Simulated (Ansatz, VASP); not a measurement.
**Si3C in VASP and in Ansatz**

```
CELL_PARAMETERS angstrom
2.65117 0.00000 0.00000
0.00000 2.65117 0.00000
0.00000 0.00000 7.10681
ATOMIC_POSITIONS crystal
Si 0.00000 0.00000 0.83181
Si 0.50000 0.50000 0.50000
Si 0.00000 0.00000 0.16819
C 0.50000 0.50000 0.00000
```

Alike in both runs: task single point; functional PBE; k mesh 6 × 6 × 4; occupations gaussian, width 0.1 eV; collinear spin.

|  | VASP | Ansatz |
| --- | --- | --- |
| version | VASP 6.6.1 | Ansatz 0.2.0 |
| potentials or method | VASP PAW PBE potentials, release 64 (Si, C), cutoff 520 eV | scalar-relativistic, plane waves, PAW |
| valence electrons in the cell | 16 | 16 |

```csv
,VASP,Ansatz,Ansatz less VASP
gap on the k mesh at the Fermi level (eV),none,none,-
pressure (GPa),0.0,0.0,0.00
"traceless stress, the component that is largest in VASP (GPa)",-0.12,-0.05,+0.071
rms of the force components (eV/Å),0.007,0.002,-0.0050
net moment per atom (μB),0.00,0.00,-0.001
```

Atom by atom the forces differ by 0.005 eV/Å (rms over components). A gap of «none» marks a metal or a gap that the smearing closes. Ansatz's warnings: seeded moment not kept.

The k mesh is coarse, so the values compare programs but aren't converged.
